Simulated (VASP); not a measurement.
# CaI (P-6m2) in VASP: a series of runs

CaI is run at these levels: PBE; tasks: single point.

Everything below comes from runs of VASP 6.6.1. Logs are shortened: lines on timing, memory, paths and dates and some standing lists are left out, and cuts for length are marked.

## Step 1: The cell of the first run

Symmetry: P-6m2, No. 187, hexagonal system. The conventional cell has a = 4.033 Å, b = 4.033 Å, c = 4.451 Å, α = 90.00°, β = 90.00°, γ = 120.00°. Ca (site symmetry -6m2) has 6 I at 3.22 Å and 6 Ca at 4.03 Å within 4.2 Å. I (site symmetry -6m2) has 6 Ca at 3.22 Å and 6 I at 4.03 Å within 4.2 Å.

## Step 2: Single point, PBE

INCAR

```
ALGO = Normal
EDIFF = 1E-6
ENCUT = 520
GGA = PE
ISIF = 2
ISMEAR = -1
LASPH = True
LCHARG = False
LREAL = False
LWAVE = False
NBANDS = 16
NELM = 60
PREC = Accurate
SIGMA = 0.05
```

KPOINTS

```
k-points
0
Gamma
  8 8 6
```

POSCAR

```
CaI
1.0
    4.0331507963      0.0000000000      0.0000000000
   -2.0165753982      3.4928115673      0.0000000000
    0.0000000000      0.0000000000      4.4507891916
Ca I
1 1
Direct
    0.0000000000      0.0000000000      0.5000000000
    0.6666666667      0.3333333333      0.0000000000
```

Potentials or basis: VASP PAW PBE potentials, release 64 (Ca_sv, I).

Run with:

```
cat potpaw_PBE.64/Ca_sv/POTCAR potpaw_PBE.64/I/POTCAR > POTCAR
mpirun -np 1 vasp_std > vasp.out
```

OUTCAR:

```text
EDIFF = 1E-6
   ENCUT = 520
   GGA = PE
   ISIF = 2
   ISMEAR = -1
   LASPH = True
   LREAL = False
   NELM = 60
   PREC = Accurate

 ion  position               nearest neighbor table
   1  0.000  0.000  0.500-   2 3.22   2 3.22   2 3.22   2 3.22   2 3.22   2 3.22
   2  0.667  0.333  0.000-   1 3.22   1 3.22   1 3.22   1 3.22   1 3.22   1 3.22

  LATTYP: Found a hexagonal cell.
 ALAT       =     4.0331507963
 C/A-ratio  =     1.1035513960

  Lattice vectors:

 A1 = (   4.0331507963,   0.0000000000,   0.0000000000)
 A2 = (  -2.0165753982,   3.4928115673,   0.0000000000)
 A3 = (   0.0000000000,   0.0000000000,   4.4507891916)

Analysis of symmetry for initial positions (statically):
=====================================================================
 Subroutine PRICEL returns:
 Original cell was already a primitive cell.

 Routine SETGRP: Setting up the symmetry group for a
 hexagonal supercell.

 Subroutine GETGRP returns: Found 12 space group operations
 (whereof 12 operations were pure point group operations)
 out of a pool of 24 trial point group operations.

The static configuration has the point symmetry D_3h.

Analysis of symmetry for dynamics (positions and initial velocities):
=====================================================================
 Subroutine PRICEL returns:
 Original cell was already a primitive cell.

 Routine SETGRP: Setting up the symmetry group for a
 hexagonal supercell.

 Subroutine GETGRP returns: Found 12 space group operations
 (whereof 12 operations were pure point group operations)
 out of a pool of 24 trial point group operations.

The dynamic configuration has the point symmetry D_3h.

 Subroutine INISYM returns: Found 12 space group operations
 (whereof 12 operations are pure point group operations),
 and found     1 'primitive' translations

----------------------------------------------------------------------------------------

                                     Primitive cell

  volume of cell :      62.6984

  direct lattice vectors                    reciprocal lattice vectors
     4.033150796  0.000000000  0.000000000     0.247945106  0.143151152  0.000000000
    -2.016575398  3.492811567  0.000000000     0.000000000  0.286302304  0.000000000
     0.000000000  0.000000000  4.450789192     0.000000000  0.000000000  0.224679255

  length of vectors
     4.033150796  4.033151247  4.450789192     0.286302336  0.286302304  0.224679255

  position of ions in fractional coordinates (direct lattice)
     0.000000000  0.000000000  0.500000000
     0.666666667  0.333333333  0.000000000

  ion indices of the primitive-cell ions
   primitive index   ion index
                 1           1
                 2           2

----------------------------------------------------------------------------------------

 KPOINTS: k-points

Automatic generation of k-mesh.
 Grid dimensions read from file:
 generate k-points for:    8    8    6

 Generating k-lattice:

  Cartesian coordinates                     Fractional coordinates (reciprocal lattice)
     0.030993138  0.017893894  0.000000000     0.125000000  0.000000000  0.000000000
     0.000000000  0.035787788  0.000000000     0.000000000  0.125000000  0.000000000
     0.000000000  0.000000000  0.037446543     0.000000000  0.000000000  0.166666667

  Length of vectors
     0.035787792  0.035787788  0.037446543

  Shift w.r.t. Gamma in fractional coordinates (k-lattice)
     0.000000000  0.000000000  0.000000000

 Subroutine IBZKPT returns following result:
 ===========================================

 Found     40 irreducible k-points:

 Following reciprocal coordinates:
            Coordinates               Weight
  0.000000  0.000000  0.000000      1.000000
  0.125000 -0.000000  0.000000      6.000000
  0.250000 -0.000000  0.000000      6.000000
  0.375000  0.000000  0.000000      6.000000
  0.500000 -0.000000  0.000000      3.000000
  0.125000  0.125000  0.000000      6.000000
[... 16 lines left out ...]
  0.250000 -0.000000  0.333333     12.000000
  0.375000  0.000000  0.333333     12.000000
 [... further k-points ...]
   k-points           NKPTS =     40   k-points in BZ     NKDIM =     40   number of bands    NBANDS=     16
   number of dos      NEDOS =    301   number of ions     NIONS =      2
   total plane-waves  NPLWV =  32400
   dimension x,y,z NGX =    30 NGY =   30 NGZ =   36
   dimension x,y,z NGXF=    60 NGYF=   60 NGZF=   72
   ions per type =               1   1
   NGX,Y,Z   is equivalent  to a cutoff of  12.37, 12.37, 13.45 a.u.
   NGXF,Y,Z  is equivalent  to a cutoff of  24.73, 24.73, 26.89 a.u.
 SYSTEM =  unknown system
   PREC   = accura    normal or accurate (medium, high low for compatibility)
   ISTART =      0    job   : 0-new  1-cont  2-samecut
   ICHARG =      2    charge: 1-file 2-atom 10-const
   ISPIN  =      1    spin polarized calculation?
   LNONCOLLINEAR =      F non collinear calculations
   LSORBIT =      F    spin-orbit coupling
   LASPH  =      T    aspherical Exc in radial PAW
   ENCUT  =  520.0 eV  38.22 Ry    6.18 a.u.   7.50  7.50  8.28*2*pi/ulx,y,z
   NELM   =     60;   NELMIN=  2; NELMDL= -5     # of ELM steps
   EDIFF  = 0.1E-05   stopping-criterion for ELM
   LREAL  =      F    real-space projection
   EDIFFG = 0.1E-04   stopping-criterion for IOM
   NSW    =      0    number of steps for IOM
   IBRION =     -1    ionic relax: 0-MD 1-quasi-New 2-CG
   NFREE  =      0    steps in history (QN), initial steepest desc. (CG)
   ISIF   =      2    stress and relaxation
   ISYM   =      2    0-nonsym 1-usesym 2-fastsym
   POTIM  = 0.5000    time-step for ionic-motion
   TEBEG  =    0.0;   TEEND  =   0.0 temperature during run
   PSTRESS=    0.0 pullay stress
   NELECT =      17.0000    total number of electrons
   NUPDOWN=      -1.0000    fix difference up-down
   EMIN   =  10.00;   EMAX   =-10.00  energy-range for DOS
   EFERMI =   0.00;   METHOD = LEGACY
   ISMEAR =    -1;   SIGMA  =   0.05  broadening in eV -4-tet -1-fermi 0-gaus
   EFERMI_NEDOS =   21; number of points for ismear=-14 and -15
   IALGO  =     38    algorithm
   IMIX   =      4    mixing-type and parameters
     AMIX     =   0.40;   BMIX     =  1.00
     AMIX_MAG =   1.60;   BMIX_MAG =  1.00
  volume/ion in A,a.u.               =      31.35       211.55
  Fermi-wavevector in a.u.,A,eV,Ry     =   1.059593  2.002340 15.275758  1.122737
  Thomas-Fermi vector in A             =   2.194944
   LORBIT       =      0    0 simple, 1 ext, 2 COOP (PROOUT), +10 PAW based schemes
   GGA     = PE    functional components
   LHFCALC =     F    Hartree Fock is set to
   AEXX    =    0.0000 exact exchange contribution
   IVDW    =     0    specifies the selected vdW correction
   LEPSILON=     F    determine dielectric tensor
   LRPA    =     F    only Hartree local field effects (RPA)
 non-spin polarized calculation
  energy-cutoff  :      520.00
  volume of cell :       62.70
 maximum number of plane-waves:      1715
 NGX is ok and might be reduce to    30
   NGX = 15   NGY = 15   NGZ = 17

 number of electron      17.0000002 magnetization

 Free energy of the ion-electron system (eV)
  ---------------------------------------------------
  ext. energy  EPLUGINS =         0.00000000
  ---------------------------------------------------
  free energy    TOTEN  =        -5.37236399 eV

  energy without entropy =       -5.35386710  energy(sigma->0) =       -5.36311555

 E-fermi :   6.2259     XC(G=0):  -9.0377

 val. band max:        6.1525892077   @ k =   0.3750   0.2500   0.5000
 cond. band min:       6.2553212819   @ k =   0.2500   0.2500   0.3333
 fundamental gap:      0.1027320742
 Fermi energy:         6.2259219103

 k-point     1 :       0.0000    0.0000    0.0000
  band No.  band energies     occupation
      1     -35.9240      2.00000
      2     -17.0091      2.00000
      3     -16.9050      2.00000
      4     -16.9050      2.00000
      5      -9.1377      2.00000
      6       1.3546      2.00000
[... 8 lines left out ...]
     15      11.3953      0.00000
     16      11.8324      0.00000

 k-point     2 :       0.1250   -0.0000    0.0000
  band No.  band energies     occupation
      1     -35.9230      2.00000
      2     -17.0066      2.00000
      3     -16.9201      2.00000
      4     -16.9082      2.00000
      5      -9.0551      2.00000
      6       1.3711      2.00000
[... 8 lines left out ...]
     15      11.0947      0.00000
     16      12.2628      0.00000

 k-point     3 :       0.2500   -0.0000    0.0000
  band No.  band energies     occupation
      1     -35.9206      2.00000
      2     -17.0006      2.00000
      3     -16.9561      2.00000
      4     -16.9161      2.00000
      5      -8.8442      2.00000
      6       0.7877      2.00000
[... 8 lines left out ...]
     15      11.3436      0.00000
     16      12.3297      0.00000

 k-point     4 :       0.3750    0.0000    0.0000
  band No.  band energies     occupation
      1     -35.9182      2.00000
      2     -16.9945      2.00000
      3     -16.9916      2.00000
      4     -16.9239      2.00000
      5      -8.6138      2.00000
      6      -0.1232      2.00000
[... 8 lines left out ...]
     15      11.1437      0.00000
     16      12.1007      0.00000
[... 324 lines left out ...]
 k-point    22 :       0.1250   -0.0000    0.3333
  band No.  band energies     occupation
      1     -35.9222      2.00000
      2     -17.0414      2.00000
      3     -16.9168      2.00000
      4     -16.9061      2.00000
      5      -8.8613      2.00000
      6      -0.1317      2.00000
[... 8 lines left out ...]
     15      11.1657      0.00000
     16      12.3445      0.00000

 k-point    23 :       0.2500   -0.0000    0.3333
  band No.  band energies     occupation
      1     -35.9198      2.00000
      2     -17.0305      2.00000
      3     -16.9500      2.00000
      4     -16.9136      2.00000
      5      -8.7077      2.00000
      6       0.1585      2.00000
[... 8 lines left out ...]
     15      11.0131      0.00000
     16      12.5322      0.00000

 k-point    24 :       0.3750    0.0000    0.3333
  band No.  band energies     occupation
      1     -35.9174      2.00000
      2     -17.0195      2.00000
      3     -16.9828      2.00000
      4     -16.9210      2.00000
      5      -8.5404      2.00000
      6       0.1469      2.00000
[... 8 lines left out ...]
     15      10.7870      0.00000
     16      11.9528      0.00000

 [... further k-points ...]

------------------------ aborting loop because EDIFF is reached ----------------------------------------

  FORCE on cell =-STRESS in cart. coord.  units (eV):
  Direction    XX          YY          ZZ          XY          YZ          ZX
  --------------------------------------------------------------------------------------
  -------------------------------------------------------------------------------------
  Total        0.8240884      0.8240887      0.9810950     -0.0000000      0.0000000      0.0000000
  in kB       21.0585153     21.0585215     25.0706152     -0.0000000      0.0000000      0.0000000
  external PRESSURE =      22.3958840 kB  Pullay stress =       0.0000000 kB

 VOLUME and BASIS-vectors are now :
 -----------------------------------------------------------------------------
  energy-cutoff  :      520.00
  volume of cell :       62.70
      direct lattice vectors                 reciprocal lattice vectors
     4.033150796  0.000000000  0.000000000     0.247945106  0.143151152  0.000000000
    -2.016575398  3.492811567  0.000000000     0.000000000  0.286302304  0.000000000
     0.000000000  0.000000000  4.450789192     0.000000000  0.000000000  0.224679255

 POSITION                                       TOTAL-FORCE (eV/Angst)
 -----------------------------------------------------------------------------------
      0.00000      0.00000      2.22539         0.000000      0.000000      0.000000
      2.01658      1.16427      0.00000        -0.000000      0.000000      0.000000
 -----------------------------------------------------------------------------------
    total drift:                               -0.000000     -0.000003      0.000000

  FREE ENERGIE OF THE ION-ELECTRON SYSTEM (eV)
  ---------------------------------------------------
  free  energy   TOTEN  =        -5.3723639892 eV

  energy  without entropy=       -5.3538671033  energy(sigma->0) =       -5.36311555
```

Wall time 61 s (1 thread of Intel Xeon 8259CL, shared host); peak memory 0.2 GiB.

Results:

| Quantity | Value |
| --- | --- |
| Free energy | -5.3724 eV |
| Pressure | 2.2 GPa |
| Band gap on the k mesh | zero (an odd number of electrons rules out a gap without spin polarisation) |

Levels at points of the mesh, in eV from the Fermi level:
| k point | band 6 | band 7 | band 8 | band 9 | band 10 | band 11 | band 12 | band 13 |
| --- | --- | --- | --- | --- | --- | --- | --- | --- |
| (0.00, 0.00, 0.00) | -4.87 | -3.61 | -3.61 | -1.38 | 0.80 | 2.44 | 2.44 | 2.64 |
| (0.50, 0.00, 0.00) | -6.69 | -4.74 | -4.16 | -0.24 | 1.37 | 2.13 | 2.33 | 3.23 |
| (0.00, 0.00, 0.50) | -6.85 | -3.48 | -3.48 | 1.57 | 1.57 | 1.62 | 2.34 | 2.34 |
| (0.50, 0.00, 0.50) | -6.23 | -5.78 | -4.34 | -0.55 | 1.80 | 2.52 | 3.47 | 3.82 |

Caveat: spin-orbit coupling is left out, which moves the levels of the heavy elements; an odd number of electrons without spin polarisation forces a metal; a magnetic or distorted state may lie lower.

## Step 3: Single point, PBE

This run uses another cell than the first one, of 32.26 Å³/atom.

INCAR

```
  PREC = Accurate
  ENCUT = 520
  EDIFF = 1E-6
  ISMEAR = -1
  SIGMA = 0.05
  LREAL = False
  LASPH = True
  NELM = 100
  ALGO = Normal
  ISIF = 2
  LWAVE = False
  LCHARG = False
  GGA = PE
  NBANDS = 16
```

KPOINTS

```
regular mesh
0
Gamma
  8 8 6
```

POSCAR

```
CaI
1.0
    4.0717478860      0.0000000000      0.0000000000
   -2.0358739430      3.5262376325      0.0000000000
    0.0000000000      0.0000000000      4.4933830638
Ca I
1 1
Direct
    0.0000000000      0.0000000000      0.5000000000
    0.6666666667      0.3333333333      0.0000000000
```

Potentials or basis: VASP PAW PBE potentials, release 64 (Ca_sv, I).

Run with:

```
cat potpaw_PBE.64/Ca_sv/POTCAR potpaw_PBE.64/I/POTCAR > POTCAR
mpirun -np 1 vasp_std > vasp.out
```

It took 52 s on 1 thread of Intel Xeon 8259CL, shared host; peak memory 0.2 GiB.

The run converged. Its results:

| Item | Value |
| --- | --- |
| Free energy | -5.3929 eV |
| Pressure | 1.4 GPa |
| Band gap on the k mesh | zero (an odd number of electrons rules out a gap without spin polarisation) |

Stress tensor (GPa, compression positive):
```
1.21 0.00 0.00
0.00 1.21 0.00
0.00 0.00 1.65
```

Levels at points of the mesh, in eV from the Fermi level:
```tsv
k point	band 5	band 6	band 7	band 8	band 9	band 10	band 11	band 12	band 13	band 14
(0.00, 0.00, 0.00)	-15.28	-4.85	-3.63	-3.63	-1.40	0.73	2.37	2.37	2.57	2.57
(0.50, 0.00, 0.00)	-14.70	-6.59	-4.71	-4.16	-0.20	1.28	2.08	2.27	3.12	3.45
(0.00, 0.00, 0.50)	-15.02	-6.75	-3.50	-3.50	1.54	1.54	1.55	2.30	2.30	2.46
(0.50, 0.00, 0.50)	-14.64	-6.14	-5.72	-4.32	-0.54	1.76	2.45	3.37	3.68	3.82
```

Caveat: spin-orbit coupling is left out, which moves the levels of the heavy elements; an odd number of electrons without spin polarisation forces a metal; a magnetic or distorted state may lie lower.

The gap in the log of VASP goes by the Fermi energy; the results here count the filled bands.